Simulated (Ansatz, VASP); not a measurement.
## Ga in VASP and in Ansatz

INCAR

```
  ALGO = Normal
  EDIFF = 1E-6
  ENCUT = 520
  GGA = PS
  ISIF = 2
  ISMEAR = -1
  LASPH = True
  LCHARG = False
  LREAL = False
  LWAVE = False
  NBANDS = 20
  NELM = 60
  PREC = Accurate
  SIGMA = 0.1
```

The input KPOINTS:

```
k-points
0
Gamma
  14 14 11
```

Contents of POSCAR:

```
Ga
1.0
    1.3539661925     -4.1307533615      0.0240046520
    1.3539661925      4.1307533615      0.0240046520
   -0.0571869259      0.0000000000      3.2012522897
Ga
2
Direct
    0.8677158820      0.1322841180      0.2500000000
    0.1322841180      0.8677158820      0.7500000000
```

Input for Ansatz:

```yaml
crystal:
  lattice:
    - [1.3539661925, -4.1307533615, 0.024004652]
    - [1.3539661925, 4.1307533615, 0.024004652]
    - [-0.0571869259, 0.0, 3.2012522897]
  atoms:
    - { symbol: Ga, position: [0.867715882, 0.132284118, 0.25] }
    - { symbol: Ga, position: [0.132284118, 0.867715882, 0.75] }
hamiltonian:
  xc: pbesol
  pseudopotentials:
    kind: paw
    azcp:
      Ga: "pseudopotentials/Ga.paw.azcp"
basis:
  ecutwfc: 420
  fft_grid_basis: typed
kpoints:
  mp_grid: { grid: [14, 14, 11], shift: [0, 0, 0] }
magnetization:
  spin_polarized: false
scf:
  occupations: { method: fermi_dirac, width: 0.1 }
  lower_state_search: "off"
output:
  stress: true
  write_density: true
  write_potential: true
  elf: true
  volumetric_format: npy
```

Alike in both runs: task single point; functional PBEsol; k mesh 14 × 14 × 11; occupations fermi-dirac, width 0.1 eV; no spin polarisation.

|  | VASP | Ansatz |
| --- | --- | --- |
| version | VASP 6.6.1 | Ansatz 0.2.0 |
| potentials or method | VASP PAW PBE potentials, release 64 (Ga_d), cutoff 520 eV | plane waves (420 eV) with PAW, scalar-relativistic |
| valence electrons in the cell | 26 | 26 |

Ansatz gave:

| Quantity | Value |
| --- | --- |
| pressure (GPa) | 0.2 |
| traceless stress, the component that is largest in VASP (GPa) | -1.20 |

Estimate VASP's values.

pressure (GPa): 0.1; traceless stress, the component that is largest in VASP (GPa): -1.20.

VASP's potentials were made for PBE, not for PBEsol, and Ansatz warns of the same on its side.
